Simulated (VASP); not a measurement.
Input of a VASP 6.6.1 run:

Contents of INCAR:

```
SYSTEM = CoSi
PREC = Accurate
ENCUT = 520
EDIFF = 1E-6
ISMEAR = -1
SIGMA = 0.05
LREAL = .FALSE.
LASPH = .TRUE.
NELM = 100
ALGO = Normal
ISIF = 2
LWAVE = .FALSE.
LCHARG = .FALSE.
GGA = PE
NBANDS = 36
```

The input KPOINTS:

```
regular mesh
0
G
  8 8 8
  0 0 0
```

The input POSCAR:

```
CoSi
1.0
    4.4307963486      0.0000000000      0.0000000000
    0.0000000000      4.4307963486      0.0000000000
    0.0000000000      0.0000000000      4.4307963486
Co Si
4 4
Direct
    0.1449932352      0.1449932352      0.1449932352
    0.6449932352      0.3550067648      0.8550067648
    0.8550067648      0.6449932352      0.3550067648
    0.3550067648      0.8550067648      0.6449932352
    0.8431861008      0.8431861008      0.8431861008
    1.3431861008     -0.3431861008      0.1568138992
    0.1568138992      1.3431861008     -0.3431861008
   -0.3431861008      0.1568138992      1.3431861008
```

Potentials or basis: VASP PAW PBE potentials, release 64 (Co, Si).

Command:

```console
$ cat potpaw_PBE.64/Co/POTCAR potpaw_PBE.64/Si/POTCAR > POTCAR
$ mpirun -np 1 vasp_std > vasp.out
```

(1) Predict the pressure.

(2) Predict the band gap on the k mesh.

Answers

(1) -0.1 GPa.

(2) zero (bands 26 and 27 overlap by 0.21 eV).

Caveat: the run has no spin polarisation, though such a crystal can be magnetic.
